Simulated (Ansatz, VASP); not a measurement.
**Ti: VASP beside Ansatz**

```
CELL_PARAMETERS angstrom
-1.61882 1.61882 1.61882
1.61882 -1.61882 1.61882
1.61882 1.61882 -1.61882
ATOMIC_POSITIONS crystal
Ti 0.00000 0.00000 0.00000
```

Change from the starting cell: volume scaled by 0.96, crystal datasets.

Alike in both runs: task electric field gradients; functional PBE; k mesh 14 × 14 × 14; occupations fermi-dirac, width 0.05 eV; no spin polarisation.

|  | VASP | Ansatz |
| --- | --- | --- |
| version | VASP 6.6.1 | Ansatz 0.2.0 |
| potentials or method | VASP PAW PBE potentials, release 64 (Ti_sv), cutoff 520 eV | all-electron PAW with datasets made for the crystal, scalar-relativistic |

```csv
,VASP,Ansatz,Ansatz less VASP
pressure (GPa),1.6,1.9,+0.27
```

Ansatz ran all-electron here, and VASP with PAW potentials.
